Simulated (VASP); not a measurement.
# Pd (Fm-3m) in VASP: settings compared

Aim: see how the results for Pd move with the level of theory and the settings. Levels: HF, BHLYP. Tasks: single point.

All numbers are computed with VASP 6.6.1; they aren't measurements. Logs are shortened: lines on timing, memory, paths and dates and some standing lists are left out, and cuts for length are marked.

### 1 The cell of the first run

The structure is cubic, space group Fm-3m (No. 225). The conventional cell has a = 3.944 Å, b = 3.944 Å, c = 3.944 Å, α = 90.00°, β = 90.00°, γ = 90.00°. Pd (site symmetry m-3m) has 12 Pd at 2.79 Å within 3.7 Å.

### 2 Single point, HF

File POSCAR:

```
Pd
1.0
    0.0000000000      1.9721147795      1.9721147795
    1.9721147795      0.0000000000      1.9721147795
    1.9721147795      1.9721147795      0.0000000000
Pd
1
Direct
    0.0000000000      0.0000000000      0.0000000000
```

File INCAR.step1:

```
  PREC = Accurate
  ENCUT = 470
  EDIFF = 1E-5
  ISMEAR = -1
  SIGMA = 0.05
  LREAL = False
  LASPH = True
  NELM = 120
  ALGO = Normal
  ISIF = 2
  LWAVE = True
  LCHARG = False
  NBANDS = 15
  GGA = PE
  GGA_COMPAT = False
```

File INCAR.step2:

```
  PREC = Accurate
  ENCUT = 470
  EDIFF = 1E-6
  ISMEAR = -1
  SIGMA = 0.05
  LREAL = False
  LASPH = True
  NELM = 120
  ALGO = Normal
  ISIF = 2
  LWAVE = False
  LCHARG = False
  GGA = PE
  LHFCALC = True
  AEXX = 1.0
  ALDAC = 0.0
  AGGAC = 0.0
  PRECFOCK = Normal
  NBANDS = 15
  ISTART = 1
  GGA_COMPAT = False
```

File KPOINTS:

```
regular mesh
0
Gamma
  6 6 6
```

Potentials or basis: VASP PAW PBE potentials, release 64 (Pd_sv_GW).

Started as:

```
cat potpaw_PBE.64/Pd_sv_GW/POTCAR > POTCAR
cp INCAR.step1 INCAR
mpirun -np 1 vasp_std > vasp.out
cp INCAR.step2 INCAR
mpirun -np 1 vasp_std > vasp.out
```

OUTCAR:

```text
PREC = Accurate
   ENCUT = 470
   EDIFF = 1E-6
   ISMEAR = -1
   LREAL = False
   LASPH = True
   NELM = 120
   ISIF = 2
   GGA = PE
   LHFCALC = True
   AEXX = 1.0
   PRECFOCK = Normal
   ISTART = 1

 ion  position               nearest neighbor table
   1  0.000  0.000  0.000-

  LATTYP: Found a face centered cubic cell.
 ALAT       =     3.9442295590

  Lattice vectors:

 A1 = (   0.0000000000,   1.9721147795,   1.9721147795)
 A2 = (   1.9721147795,   0.0000000000,   1.9721147795)
 A3 = (   1.9721147795,   1.9721147795,   0.0000000000)

Analysis of symmetry for initial positions (statically):
=====================================================================
 Subroutine PRICEL returns:
 Original cell was already a primitive cell.

 Routine SETGRP: Setting up the symmetry group for a
 face centered cubic supercell.

 Subroutine GETGRP returns: Found 48 space group operations
 (whereof 48 operations were pure point group operations)
 out of a pool of 48 trial point group operations.

The static configuration has the point symmetry O_h .

Analysis of symmetry for dynamics (positions and initial velocities):
=====================================================================
 Subroutine PRICEL returns:
 Original cell was already a primitive cell.

 Routine SETGRP: Setting up the symmetry group for a
 face centered cubic supercell.

 Subroutine GETGRP returns: Found 48 space group operations
 (whereof 48 operations were pure point group operations)
 out of a pool of 48 trial point group operations.

The dynamic configuration has the point symmetry O_h .

 Subroutine INISYM returns: Found 48 space group operations
 (whereof 48 operations are pure point group operations),
 and found     1 'primitive' translations

----------------------------------------------------------------------------------------

                                     Primitive cell

  volume of cell :      15.3400

  direct lattice vectors                    reciprocal lattice vectors
     0.000000000  1.972114780  1.972114780    -0.253534939  0.253534939  0.253534939
     1.972114780  0.000000000  1.972114780     0.253534939 -0.253534939  0.253534939
     1.972114780  1.972114780  0.000000000     0.253534939  0.253534939 -0.253534939

  length of vectors
[... 84 lines left out ...]
   EMIN   =  10.00;   EMAX   =-10.00  energy-range for DOS
   EFERMI =   0.00;   METHOD = LEGACY
   ISMEAR =    -1;   SIGMA  =   0.05  broadening in eV -4-tet -1-fermi 0-gaus
   EFERMI_NEDOS =   21; number of points for ismear=-14 and -15
   IALGO  =     38    algorithm
   IMIX   =      1    mixing-type and parameters
     AMIX     =   0.40;   BMIX     =  1.00
     AMIX_MAG =   1.60;   BMIX_MAG =  1.00
  volume/ion in A,a.u.               =      15.34       103.52
  Fermi-wavevector in a.u.,A,eV,Ry     =   1.726726  3.263039 40.566905  2.981583
  Thomas-Fermi vector in A             =   2.801984
   LORBIT       =      0    0 simple, 1 ext, 2 COOP (PROOUT), +10 PAW based schemes
   GGA     = PE    functional components
   LHFCALC =     T    Hartree Fock is set to
   PRECFOCK=normal    Normal, Fast or Accurate (Low or Medium for compatibility)
   ENCUT4O =  -1.0   cutoff for four orbital integrals eV
   NKREDX  =     1    reduce k-point grid by
   NKREDY  =     1    reduce k-point grid by
   NKREDZ  =     1    reduce k-point grid by
   AEXX    =    1.0000 exact exchange contribution
   HFSCREEN=    0.0000 screening length (either q_TF or 0.3 A-1)
   HFSCREENC=   0.0000 screening length for correlation (either q_TF or 0.3 A-1)
   ENCUTFOCK=  -1.0 apply spherical cutoff to Coloumb kernel
   IVDW    =     0    specifies the selected vdW correction
   LEPSILON=     F    determine dielectric tensor
   LRPA    =     F    only Hartree local field effects (RPA)
 non-spin polarized calculation
  energy-cutoff  :      470.00
  volume of cell :       15.34
 maximum number of plane-waves:       366
  NGX = 16; NGY = 16; NGZ = 16

 number of electron      18.0000007 magnetization

 Free energy of the ion-electron system (eV)
  ---------------------------------------------------
  ext. energy  EPLUGINS =         0.00000000
  ---------------------------------------------------
  free energy    TOTEN  =         0.10678261 eV

  energy without entropy =        0.11348997  energy(sigma->0) =        0.11013629

 E-fermi :   6.7862     XC(G=0):   0.0000

 val. band max:        6.1797554022   @ k =   0.3333   0.0000   0.0000
 cond. band min:       6.8305507926   @ k =   0.5000   0.3333   0.0000
 fundamental gap:      0.6507953904
 Fermi energy:         6.7861860687

 k-point     1 :       0.0000    0.0000    0.0000
  band No.  band energies     occupation
      1     -95.5103      2.00000
      2     -55.6734      2.00000
      3     -55.6734      2.00000
      4     -55.6734      2.00000
      5      -1.5366      2.00000
      6       0.3460      2.00000
      7       0.3460      2.00000
      8       0.3460      2.00000
      9       1.6040      2.00000
     10       1.6040      2.00000
     11      31.1366      0.00000
     12      36.3097      0.00000
     13      36.3097      0.00000
     14      36.3097      0.00000
[... 257 lines left out ...]
      2     -56.2139      2.00000
      3     -56.0439      2.00000
      4     -55.9650      2.00000
      5      -2.2076      2.00000
      6      -1.3224      2.00000
      7       2.2024      2.00000
      8       2.2585      2.00000
      9       8.1447      0.00000
     10      20.1558      0.00000
     11      25.0566      0.00000
     12      25.3044      0.00000
     13      25.9752      0.00000
     14      38.7809      0.00000
     15      41.7842      0.00000

------------------------ aborting loop because EDIFF is reached ----------------------------------------

  FORCE on cell =-STRESS in cart. coord.  units (eV):
  Direction    XX          YY          ZZ          XY          YZ          ZX
  --------------------------------------------------------------------------------------
  -------------------------------------------------------------------------------------
  Total        0.7452980      0.7452980      0.7452980      0.0000000      0.0000000      0.0000000
  in kB       77.8419975     77.8419975     77.8419975      0.0000000      0.0000000      0.0000000
  external PRESSURE =      77.8419975 kB  Pullay stress =       0.0000000 kB

 VOLUME and BASIS-vectors are now :
 -----------------------------------------------------------------------------
  energy-cutoff  :      470.00
  volume of cell :       15.34
      direct lattice vectors                 reciprocal lattice vectors
     0.000000000  1.972114780  1.972114780    -0.253534939  0.253534939  0.253534939
     1.972114780  0.000000000  1.972114780     0.253534939 -0.253534939  0.253534939
     1.972114780  1.972114780  0.000000000     0.253534939  0.253534939 -0.253534939

 POSITION                                       TOTAL-FORCE (eV/Angst)
 -----------------------------------------------------------------------------------
      0.00000      0.00000      0.00000         0.000000      0.000000      0.000000
 -----------------------------------------------------------------------------------
    total drift:                               -0.000001     -0.000002     -0.000001

  FREE ENERGIE OF THE ION-ELECTRON SYSTEM (eV)
  ---------------------------------------------------
  free  energy   TOTEN  =         0.1067826107 eV

  energy  without entropy=        0.1134899717  energy(sigma->0) =        0.11013629
```

OUTCAR.step1:

```text
PREC = Accurate
   ENCUT = 470
   EDIFF = 1E-5
   ISMEAR = -1
   LREAL = False
[... 492 lines left out ...]

 POSITION                                       TOTAL-FORCE (eV/Angst)
 -----------------------------------------------------------------------------------
      0.00000      0.00000      0.00000         0.000000     -0.000000      0.000000
 -----------------------------------------------------------------------------------
    total drift:                                0.000000      0.000000      0.000000

  FREE ENERGIE OF THE ION-ELECTRON SYSTEM (eV)
  ---------------------------------------------------
  free  energy   TOTEN  =        -3.7785276733 eV

  energy  without entropy=       -3.7585392413  energy(sigma->0) =       -3.76853346
```

OSZICAR.step1:

```text
N       E                     dE             d eps       ncg     rms          rms(c)
DAV:   1     0.244949664937E+03    0.24495E+03   -0.10754E+04   511   0.155E+03
DAV:   2     0.952479302995E+01   -0.23542E+03   -0.21695E+03   480   0.576E+02
DAV:   3    -0.441608680132E+01   -0.13941E+02   -0.13605E+02   736   0.144E+02
DAV:   4    -0.476001989503E+01   -0.34393E+00   -0.34386E+00   531   0.229E+01
DAV:   5    -0.478392536908E+01   -0.23905E-01   -0.23905E-01   817   0.595E+00    0.364E+01
DAV:   6    -0.381344223017E+01    0.97048E+00   -0.24317E+00   727   0.383E+01    0.125E+01
DAV:   7    -0.378528426547E+01    0.28158E-01   -0.74854E-02   746   0.692E+00    0.670E+00
DAV:   8    -0.377846620993E+01    0.68181E-02   -0.10435E-02   671   0.210E+00    0.258E-01
DAV:   9    -0.377854055731E+01   -0.74347E-04   -0.33506E-04   766   0.308E-01    0.126E-01
DAV:  10    -0.377852697192E+01    0.13585E-04   -0.10375E-05   470   0.485E-02    0.172E-02
DAV:  11    -0.377852767328E+01   -0.70136E-06   -0.27170E-06   338   0.297E-02
   1 F= -.37785277E+01 E0= -.37685335E+01  d E =-.199884E-01
```

It took 16 min on 1 thread of Intel Xeon Platinum 8488C (Sapphire Rapids), shared host; peak memory 0.14 GiB.

Results:

| Item | Value |
| --- | --- |
| Free energy | 0.1068 eV |
| Pressure | 7.8 GPa |
| Band gap on the k mesh | zero (bands 9 and 10 overlap by 6.79 eV) |

Caveat: the k points lie up to 0.46 Å⁻¹ apart, too coarse for converged energies and pressures of a metal; the PAW data sets were made with another functional, which shifts forces and pressure a little.

### 3 Single point, HF

This run uses another cell than the first one, of 15.64 Å³/atom.

File POSCAR:

```
Pd
1.0
    0.0000000000      1.9846763588      1.9846763588
    1.9846763588      0.0000000000      1.9846763588
    1.9846763588      1.9846763588      0.0000000000
Pd
1
Direct
    0.0000000000      0.0000000000      0.0000000000
```

File INCAR.step1:

```
SYSTEM = Pd
PREC     = Accurate       ! precision mode
ENCUT    = 470            ! plane-wave cutoff, eV
EDIFF    = 1E-5           ! SCF threshold, eV
ISMEAR   = -1             ! smearing method
SIGMA    = 0.05           ! smearing width, eV
LREAL    = .False.        ! projectors in reciprocal space
LASPH    = .True.         ! aspherical terms in the spheres
NELM     = 120            ! most SCF steps
ALGO     = Normal         ! electronic algorithm
ISIF     = 2              ! what is computed and relaxed
LWAVE    = .True.         ! write WAVECAR
NBANDS   = 15             ! bands
GGA      = PE             ! functional
GGA_COMPAT= .False.
```

File INCAR.step2:

```
SYSTEM = Pd
PREC     = Accurate       ! precision mode
ENCUT    = 470            ! plane-wave cutoff, eV
EDIFF    = 1E-6           ! SCF threshold, eV
ISMEAR   = -1             ! smearing method
SIGMA    = 0.05           ! smearing width, eV
LREAL    = .False.        ! projectors in reciprocal space
LASPH    = .True.         ! aspherical terms in the spheres
NELM     = 120            ! most SCF steps
ALGO     = Normal         ! electronic algorithm
ISIF     = 2              ! what is computed and relaxed
LWAVE    = .False.        ! write WAVECAR
LCHARG   = .True.         ! write CHGCAR
GGA      = PE             ! functional
LHFCALC  = .True.         ! exact exchange
AEXX     = 1.0            ! exact-exchange fraction
ALDAC    = 0.0          
AGGAC    = 0.0          
PRECFOCK = Normal       
LELF     = .True.         ! ELF
LVHAR    = .True.       
NBANDS   = 15             ! bands
ISTART   = 1            
GGA_COMPAT= .False.
```

File KPOINTS:

```
Automatic mesh
0
Gamma
  6 6 6
  0 0 0
```

Potentials or basis: VASP PAW PBE potentials, release 64 (Pd_sv_GW).

Started as:

```
cat potpaw_PBE.64/Pd_sv_GW/POTCAR > POTCAR
cp INCAR.step1 INCAR
mpirun -np 1 vasp_std > vasp.out
cp INCAR.step2 INCAR
mpirun -np 1 vasp_std > vasp.out
```

It took 19 min on 1 thread of Intel Xeon Platinum 8375C at 2.90GHz (Ice Lake), shared host; peak memory 0.14 GiB.

It converged, with:

* Free energy: 0.0874 eV
* Pressure: 5.0 GPa
* Band gap on the k mesh: zero (bands 9 and 10 overlap by 6.70 eV)

Levels at points of the mesh, in eV from the Fermi level:
| k point | band 6 | band 7 | band 8 | band 9 | band 10 | band 11 | band 12 | band 13 |
| --- | --- | --- | --- | --- | --- | --- | --- | --- |
| (0.00, 0.00, 0.00) | -6.31 | -6.31 | -6.31 | -5.11 | -5.11 | 24.33 | 29.40 | 29.40 |
| (0.50, 0.00, 0.00) | -6.78 | -6.78 | -2.69 | -2.69 | 6.15 | 14.48 | 23.56 | 29.01 |
| (0.50, 0.50, 0.00) | -9.07 | -3.56 | 1.59 | 1.59 | 9.35 | 18.27 | 20.61 | 20.61 |

Caveat: the k points lie up to 0.46 Å⁻¹ apart, too coarse for converged energies and pressures of a metal; the PAW data sets were made with another functional, which shifts forces and pressure a little.

### 4 Single point, BHLYP

This run uses another cell than the first one, of 15.64 Å³/atom.

POSCAR is that of step 3.

File INCAR.step1:

```
PREC = Accurate
ENCUT = 470
EDIFF = 1E-5
ISMEAR = -1
SIGMA = 0.05
LREAL = False
LASPH = True
NELM = 120
ALGO = Normal
ISIF = 2
LWAVE = True
LCHARG = False
NBANDS = 15
GGA = PE
GGA_COMPAT = False
```

File INCAR.step2:

```
PREC = Accurate
ENCUT = 470
EDIFF = 1E-6
ISMEAR = -1
SIGMA = 0.05
LREAL = False
LASPH = True
NELM = 120
ALGO = Normal
ISIF = 2
LWAVE = False
LCHARG = False
GGA = B5
LHFCALC = True
AEXX = 0.5
ALDAX = 0.5
AGGAX = 0.5
AGGAC = 1.0
ALDAC = 0.0
PRECFOCK = Normal
NBANDS = 15
ISTART = 1
GGA_COMPAT = False
```

File KPOINTS:

```
regular mesh
0
Gamma
  6 6 6
```

Started as:

```
cat potpaw_PBE.64/Pd_sv_GW/POTCAR > POTCAR
cp INCAR.step1 INCAR
mpirun -np 1 vasp_std > vasp.out
cp INCAR.step2 INCAR
mpirun -np 1 vasp_std > vasp.out
```

Run time: 12 min. Hardware: 1 thread of Intel Xeon Platinum 8488C (Sapphire Rapids), shared host; peak memory 0.14 GiB.

Results (log left out):

```yaml
Free_energy: -1.6332 eV
Pressure: -6.9 GPa
Band_gap_on_the_k_mesh: zero (bands 9 and 10 overlap by 4.28 eV)
```

Levels at points of the mesh, in eV from the Fermi level:
```csv
k point,band 7,band 8,band 9,band 10,band 11,band 12
"(0.00, 0.00, 0.00)",-4.25,-4.25,-2.98,-2.98,21.12,25.80
"(0.50, 0.00, 0.00)",-4.52,-0.89,-0.89,3.69,10.72,20.46
"(0.50, 0.50, 0.00)",-1.56,1.30,1.30,6.42,14.37,17.00
```

Caveat: the k points lie up to 0.46 Å⁻¹ apart, too coarse for converged energies and pressures of a metal; the PAW data sets were made with another functional, which shifts forces and pressure a little.

### 5 Summary

```csv
level,cell,share of exact exchange,gap on the mesh (eV),pressure (GPa)
HF,"a = 2.789 Å, angles 60.0°, 1 atom",1,none,7.8
HF,"a = 2.807 Å, angles 60.0°, 1 atom",1,none,5.0
BHLYP,"a = 2.807 Å, angles 60.0°, 1 atom",0.5,none,-6.9
```

Alike in all rows: task single point; potentials or basis VASP PAW PBE potentials, release 64 (Pd_sv_GW); no spin polarisation; k mesh 6 × 6 × 6; cutoff (eV) 470; smearing fermi-dirac 0.05 eV.

Caveats: all runs use coarse meshes; the PAW data sets were made with another functional, which shifts forces and pressure a little.

Absolute energies hang on the potentials; compare differences alone.

The gap in the log of VASP goes by the Fermi energy; the results here count the filled bands.